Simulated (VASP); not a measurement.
# Br (P4/mmm) in VASP: further runs

Runs on Br. Level: PBE+D3(BJ). Tasks: single point.

Everything below comes from runs of VASP 6.6.1. Logs are shortened: lines on timing, memory, paths and dates and some standing lists are left out, and cuts for length are marked.

## Step 1: The cell of the first run

It takes space group P4/mmm (No. 123, tetragonal). Conventional cell: a = 4.868 Å, b = 4.868 Å, c = 3.797 Å, α = 90.00°, β = 90.00°, γ = 90.00°. Br (site symmetry mmm) has 10 Br at 3.09 to 3.80 Å within 4.1 Å. Br (site symmetry 4/mmm) has 10 Br at 3.09 to 3.80 Å within 4.1 Å.

## Step 2: Single point, PBE+D3(BJ)

Contents of INCAR:

```
SYSTEM = Br
PREC = Accurate
ENCUT = 520
EDIFF = 1E-6
ISMEAR = 0
SIGMA = 0.15
LREAL = .False.
LASPH = .True.
NELM = 100
ALGO = Normal
ISIF = 2
LWAVE = .False.
LCHARG = .True.
GGA = PE
IVDW = 12
LELF = .True.
LVHAR = .True.
NBANDS = 18
```

Contents of KPOINTS:

```
regular mesh
0
Gamma
  12 12 12
  0 0 0
```

Contents of POSCAR:

```
Br
1.0
    4.8680096965      0.0000000000      0.0000000000
    0.0000000000      4.8680096965      0.0000000000
    0.0000000000      0.0000000000      3.7970475633
Br
3
Direct
    0.5000000000      0.0000000000      0.0000000000
    0.0000000000      0.5000000000      0.0000000000
    0.0000000000      0.0000000000      0.5000000000
```

Potentials or basis: VASP PAW PBE potentials, release 64 (Br).

Command:

```console
cat potpaw_PBE.64/Br/POTCAR > POTCAR
mpirun -np 1 vasp_std > vasp.out
```

OUTCAR:

```text
SYSTEM = Br
   PREC = Accurate
   ENCUT = 520
   EDIFF = 1E-6
   ISMEAR = 0
   LREAL = .False.
   LASPH = .True.
   NELM = 100
   ISIF = 2
   GGA = PE
   IVDW = 12
 IVDW          = 12

 ion  position               nearest neighbor table
   1  0.500  0.000  0.000-
   2  0.000  0.500  0.000-
   3  0.000  0.000  0.500-

  LATTYP: Found a simple tetragonal cell.
 ALAT       =     4.8680096965
 C/A-ratio  =     0.7800000000

  Lattice vectors:

 A1 = (   4.8680096965,   0.0000000000,   0.0000000000)
 A2 = (   0.0000000000,   4.8680096965,   0.0000000000)
 A3 = (   0.0000000000,   0.0000000000,   3.7970475633)

Analysis of symmetry for initial positions (statically):
=====================================================================
 Subroutine PRICEL returns:
 Original cell was already a primitive cell.

 Routine SETGRP: Setting up the symmetry group for a
 simple tetragonal supercell.

 Subroutine GETGRP returns: Found 16 space group operations
 (whereof 16 operations were pure point group operations)
 out of a pool of 16 trial point group operations.

The static configuration has the point symmetry D_4h.

Analysis of symmetry for dynamics (positions and initial velocities):
=====================================================================
 Subroutine PRICEL returns:
 Original cell was already a primitive cell.

 Routine SETGRP: Setting up the symmetry group for a
 simple tetragonal supercell.

 Subroutine GETGRP returns: Found 16 space group operations
 (whereof 16 operations were pure point group operations)
 out of a pool of 16 trial point group operations.

The dynamic configuration has the point symmetry D_4h.

 Subroutine INISYM returns: Found 16 space group operations
 (whereof 16 operations are pure point group operations),
 and found     1 'primitive' translations

----------------------------------------------------------------------------------------

                                     Primitive cell

  volume of cell :      89.9806

  direct lattice vectors                    reciprocal lattice vectors
     4.868009696  0.000000000  0.000000000     0.205422763  0.000000000  0.000000000
     0.000000000  4.868009696  0.000000000     0.000000000  0.205422763  0.000000000
     0.000000000  0.000000000  3.797047563     0.000000000  0.000000000  0.263362516

  length of vectors
     4.868009696  4.868009696  3.797047563     0.205422763  0.205422763  0.263362516

  position of ions in fractional coordinates (direct lattice)
     0.500000000  0.000000000  0.000000000
     0.000000000  0.500000000  0.000000000
     0.000000000  0.000000000  0.500000000

  ion indices of the primitive-cell ions
   primitive index   ion index
                 1           1
                 2           2
                 3           3

----------------------------------------------------------------------------------------

 KPOINTS: regular mesh

Automatic generation of k-mesh.
 Grid dimensions read from file:
 generate k-points for:   12   12   12

 Generating k-lattice:

  Cartesian coordinates                     Fractional coordinates (reciprocal lattice)
     0.017118564  0.000000000  0.000000000     0.083333333  0.000000000  0.000000000
     0.000000000  0.017118564  0.000000000     0.000000000  0.083333333  0.000000000
     0.000000000  0.000000000  0.021946876     0.000000000  0.000000000  0.083333333

  Length of vectors
     0.017118564  0.017118564  0.021946876

  Shift w.r.t. Gamma in fractional coordinates (k-lattice)
     0.000000000  0.000000000  0.000000000

 Subroutine IBZKPT returns following result:
 ===========================================

 Found    196 irreducible k-points:

 Following reciprocal coordinates:
            Coordinates               Weight
  0.000000  0.000000  0.000000      1.000000
  0.083333  0.000000  0.000000      4.000000
  0.166667  0.000000  0.000000      4.000000
  0.250000  0.000000  0.000000      4.000000
  0.333333  0.000000  0.000000      4.000000
  0.416667  0.000000  0.000000      4.000000
[... 16 lines left out ...]
  0.333333  0.333333  0.000000      4.000000
  0.416667  0.333333  0.000000      8.000000
 [... further k-points ...]
   k-points           NKPTS =    196   k-points in BZ     NKDIM =    196   number of bands    NBANDS=     18
   number of dos      NEDOS =    301   number of ions     NIONS =      3
   total plane-waves  NPLWV =  36288
   dimension x,y,z NGX =    36 NGY =   36 NGZ =   28
   dimension x,y,z NGXF=    72 NGYF=   72 NGZF=   56
   ions per type =               3
   NGX,Y,Z   is equivalent  to a cutoff of  12.29, 12.29, 12.26 a.u.
   NGXF,Y,Z  is equivalent  to a cutoff of  24.59, 24.59, 24.52 a.u.
 SYSTEM =  Br
   PREC   = accura    normal or accurate (medium, high low for compatibility)
   ISTART =      0    job   : 0-new  1-cont  2-samecut
   ICHARG =      2    charge: 1-file 2-atom 10-const
   ISPIN  =      1    spin polarized calculation?
   LNONCOLLINEAR =      F non collinear calculations
   LSORBIT =      F    spin-orbit coupling
   LASPH  =      T    aspherical Exc in radial PAW
   ENCUT  =  520.0 eV  38.22 Ry    6.18 a.u.   9.05  9.05  7.06*2*pi/ulx,y,z
   NELM   =    100;   NELMIN=  2; NELMDL= -5     # of ELM steps
   EDIFF  = 0.1E-05   stopping-criterion for ELM
   LREAL  =      F    real-space projection
   EDIFFG = 0.1E-04   stopping-criterion for IOM
   NSW    =      0    number of steps for IOM
   IBRION =     -1    ionic relax: 0-MD 1-quasi-New 2-CG
   NFREE  =      0    steps in history (QN), initial steepest desc. (CG)
   ISIF   =      2    stress and relaxation
   ISYM   =      2    0-nonsym 1-usesym 2-fastsym
   POTIM  = 0.5000    time-step for ionic-motion
   TEBEG  =    0.0;   TEEND  =   0.0 temperature during run
   PSTRESS=    0.0 pullay stress
   NELECT =      21.0000    total number of electrons
   NUPDOWN=      -1.0000    fix difference up-down
   EMIN   =  10.00;   EMAX   =-10.00  energy-range for DOS
   EFERMI =   0.00;   METHOD = LEGACY
   ISMEAR =     0;   SIGMA  =   0.15  broadening in eV -4-tet -1-fermi 0-gaus
   EFERMI_NEDOS =   21; number of points for ismear=-14 and -15
   IALGO  =     38    algorithm
   IMIX   =      4    mixing-type and parameters
     AMIX     =   0.40;   BMIX     =  1.00
     AMIX_MAG =   1.60;   BMIX_MAG =  1.00
  volume/ion in A,a.u.               =      29.99       202.41
  Fermi-wavevector in a.u.,A,eV,Ry     =   1.007933  1.904717 13.822550  1.015929
  Thomas-Fermi vector in A             =   2.140769
   LORBIT       =      0    0 simple, 1 ext, 2 COOP (PROOUT), +10 PAW based schemes
   GGA     = PE    functional components
   LHFCALC =     F    Hartree Fock is set to
   AEXX    =    0.0000 exact exchange contribution
   IVDW    =    12    specifies the selected vdW correction
   LEPSILON=     F    determine dielectric tensor
   LRPA    =     F    only Hartree local field effects (RPA)
 non-spin polarized calculation
 Gauss-broadening in eV      SIGMA  =   0.15
  energy-cutoff  :      520.00
  volume of cell :       89.98
 maximum number of plane-waves:      2456
   NGX = 19   NGY = 19   NGZ = 15

 number of electron      20.9999992 magnetization

 Free energy of the ion-electron system (eV)
  ---------------------------------------------------
  ext. energy  EPLUGINS =         0.00000000
  ---------------------------------------------------
  free energy    TOTEN  =        -3.26803526 eV

  energy without entropy =       -3.21938803  energy(sigma->0) =       -3.24371164

 E-fermi :   0.8032     XC(G=0):  -8.4575

 val. band max:        0.8005782899   @ k =   0.5000   0.3333   0.4167
 cond. band min:       0.8038195103   @ k =   0.4167   0.1667   0.3333
 fundamental gap:      0.0032412204
 Fermi energy:         0.8031720723

 k-point     1 :       0.0000    0.0000    0.0000
  band No.  band energies     occupation
      1     -14.9922      2.00000
      2     -12.8001      2.00000
      3     -12.5201      2.00000
      4      -3.7562      2.00000
      5      -3.7562      2.00000
      6      -2.3542      2.00000
[... 10 lines left out ...]
     17       9.8157      0.00000
     18      10.5560      0.00000

 k-point     2 :       0.0833    0.0000    0.0000
  band No.  band energies     occupation
      1     -14.9742      2.00000
      2     -12.8185      2.00000
      3     -12.5363      2.00000
      4      -3.7400      2.00000
      5      -3.6796      2.00000
      6      -2.3313      2.00000
[... 10 lines left out ...]
     17       9.9071      0.00000
     18      10.5787      0.00000

 k-point     3 :       0.1667    0.0000    0.0000
  band No.  band energies     occupation
      1     -14.9223      2.00000
      2     -12.8811      2.00000
      3     -12.5697      2.00000
      4      -3.6943      2.00000
      5      -3.4571      2.00000
      6      -2.2656      2.00000
[... 10 lines left out ...]
     17      10.2057      0.00000
     18      10.6409      0.00000

 k-point     4 :       0.2500    0.0000    0.0000
  band No.  band energies     occupation
      1     -14.8442      2.00000
      2     -12.9920      2.00000
      3     -12.5957      2.00000
      4      -3.6278      2.00000
      5      -3.1090      2.00000
      6      -2.1662      2.00000
[... 375 lines left out ...]
      4      -2.9355      2.00000
      5      -2.1058      2.00000
      6      -1.6685      2.00000
[... 10 lines left out ...]
     17      11.0112      0.00000
     18      11.6973      0.00000

 k-point    23 :       0.3333    0.3333    0.0000
  band No.  band energies     occupation
      1     -14.4946      2.00000
      2     -13.1513      2.00000
      3     -12.9997      2.00000
      4      -2.8478      2.00000
      5      -2.1990      2.00000
      6      -1.8847      2.00000
[... 10 lines left out ...]
     17      11.7448      0.00000
     18      12.0372      0.00000

 k-point    24 :       0.4167    0.3333    0.0000
  band No.  band energies     occupation
      1     -14.4068      2.00000
      2     -13.2216      2.00000
      3     -13.0533      2.00000
      4      -2.6665      2.00000
      5      -2.1492      2.00000
      6      -1.7837      2.00000
[... 10 lines left out ...]
     17      11.4697      0.00000
     18      11.6663      0.00000

 [... further k-points ...]

------------------------ aborting loop because EDIFF is reached ----------------------------------------

 Edisp (eV)   -0.71696

 E8    (eV) :    -0.2824

  FORCE on cell =-STRESS in cart. coord.  units (eV):
  Direction    XX          YY          ZZ          XY          YZ          ZX
  --------------------------------------------------------------------------------------
  -------------------------------------------------------------------------------------
  Total      -0.08142    -0.08142    -0.67571     0.00000    -0.00000     0.00000
  in kB      -1.44972    -1.44972   -12.03154     0.00000    -0.00000     0.00000
  external pressure =       -4.98 kB  Pullay stress =        0.00 kB

 VOLUME and BASIS-vectors are now :
 -----------------------------------------------------------------------------
  energy-cutoff  :      520.00
  volume of cell :       89.98
      direct lattice vectors                 reciprocal lattice vectors
     4.868009696  0.000000000  0.000000000     0.205422763  0.000000000  0.000000000
     0.000000000  4.868009696  0.000000000     0.000000000  0.205422763  0.000000000
     0.000000000  0.000000000  3.797047563     0.000000000  0.000000000  0.263362516

 POSITION                                       TOTAL-FORCE (eV/Angst)
 -----------------------------------------------------------------------------------
      2.43400      0.00000      0.00000         0.000000      0.000000      0.000000
      0.00000      2.43400      0.00000         0.000000      0.000000      0.000000
      0.00000      0.00000      1.89852         0.000000      0.000000      0.000000
 -----------------------------------------------------------------------------------
    total drift:                                0.000000      0.000000     -0.000000

  FREE ENERGIE OF THE ION-ELECTRON SYSTEM (eV)
  ---------------------------------------------------
  free  energy   TOTEN  =        -3.9849971424 eV

  energy  without entropy=       -3.9363499067  energy(sigma->0) =       -3.96067352
```

It took 81 s on 1 thread of Intel Xeon 6975P-C (Granite Rapids), shared host; peak memory 0.36 GiB.

Results:

| Property | Result |
| --- | --- |
| Free energy | -3.9850 eV |
| Pressure | -0.5 GPa |
| Band gap on the k mesh | zero (an odd number of electrons rules out a gap without spin polarisation) |
| Dispersion energy per atom | -0.239 eV |

Stress tensor (GPa, compression positive):
```
-0.14  0.00  0.00
 0.00 -0.14  0.00
 0.00  0.00 -1.20
```

Levels at points of the mesh, in eV from the Fermi level:
```csv
k point,band 7,band 8,band 9,band 10,band 11,band 12,band 13,band 14,band 15,band 16
"(0.00, 0.00, 0.00)",-0.99,-0.99,-0.60,0.42,0.75,0.75,5.15,7.09,7.72,8.39
"(0.50, 0.00, 0.00)",-1.82,-1.63,-1.26,-1.08,0.04,0.69,7.07,7.82,9.20,9.87
"(0.50, 0.50, 0.00)",-2.30,-2.06,-1.06,-1.06,-0.58,0.10,9.17,9.34,9.34,9.58
"(0.00, 0.00, 0.50)",-2.58,-2.58,-2.55,-2.18,-0.36,-0.36,8.09,9.46,9.74,10.03
"(0.50, 0.00, 0.50)",-2.32,-2.14,-1.46,-1.33,0.42,0.49,8.01,8.12,9.65,9.67
"(0.50, 0.50, 0.50)",-2.77,-0.32,0.25,0.51,0.51,0.85,5.50,8.58,8.58,9.54
```

Caveat: an odd number of electrons without spin polarisation forces a metal; a magnetic or distorted state may lie lower.

## Step 3: Single point, PBE+D3(BJ)

This run uses another cell than the first one, of the same volume but with other edges.

Contents of INCAR:

```
ALGO = Normal ; EDIFF = 1E-7
ENCUT = 520 ; GGA = PE
ISIF = 2 ; ISMEAR = 0
IVDW = 12 ; LASPH = True
LCHARG = True ; LELF = True
LREAL = False ; LVHAR = True
LWAVE = False ; NBANDS = 18
NELM = 80 ; PREC = Accurate
SIGMA = 0.15
```

Contents of KPOINTS:

```
k-points
0
Gamma
  12 12 12
```

Contents of POSCAR:

```
Br
1.0
    4.1058383931      0.0000000000      0.0000000000
    0.0000000000      4.1058383931      0.0000000000
    0.0000000000      0.0000000000      5.3375899110
Br
3
Direct
    0.5000000000      0.0000000000      0.0000000000
    0.0000000000      0.5000000000      0.0000000000
    0.0000000000      0.0000000000      0.5000000000
```

Potentials or basis: VASP PAW PBE potentials, release 64 (Br).

Command:

```console
cat potpaw_PBE.64/Br/POTCAR > POTCAR
mpirun -np 1 vasp_std > vasp.out
```

Run time: 1.9 min. Hardware: 1 thread of Intel Xeon 6975P-C (Granite Rapids), shared host; peak memory 0.37 GiB.

It converged, with:

```
Free energy                : -3.9787 eV
Pressure                   : 0.3 GPa
Band gap on the k mesh     : zero (an odd number of electrons rules out a gap without spin polarisation)
Dispersion energy per atom : -0.240 eV
```

Stress tensor (GPa, compression positive):
```
-0.20  0.00  0.00
 0.00 -0.20  0.00
 0.00  0.00  1.20
```

Levels at points of the mesh, in eV from the Fermi level:
| k point | band 6 | band 7 | band 8 | band 9 | band 10 | band 11 | band 12 | band 13 | band 14 | band 15 |
| --- | --- | --- | --- | --- | --- | --- | --- | --- | --- | --- |
| (0.00, 0.00, 0.00) | -4.33 | -0.84 | -0.47 | -0.47 | 0.43 | 0.67 | 0.67 | 4.99 | 6.73 | 8.77 |
| (0.50, 0.00, 0.00) | -2.53 | -2.51 | -2.41 | -2.30 | -1.53 | -0.12 | 0.19 | 8.14 | 9.14 | 9.78 |
| (0.50, 0.50, 0.00) | -2.10 | -2.10 | -1.56 | -1.40 | -1.40 | 1.41 | 1.47 | 7.33 | 7.75 | 10.74 |
| (0.00, 0.00, 0.50) | -3.14 | -1.42 | -0.96 | -0.67 | -0.67 | 0.56 | 0.56 | 5.95 | 7.46 | 9.45 |
| (0.50, 0.00, 0.50) | -2.50 | -2.46 | -2.40 | -2.09 | -0.54 | -0.27 | 0.04 | 8.89 | 8.93 | 9.35 |
| (0.50, 0.50, 0.50) | -3.14 | -3.14 | -0.32 | 0.14 | 0.14 | 1.41 | 1.47 | 5.52 | 7.59 | 9.58 |

Caveat: an odd number of electrons without spin polarisation forces a metal; a magnetic or distorted state may lie lower.
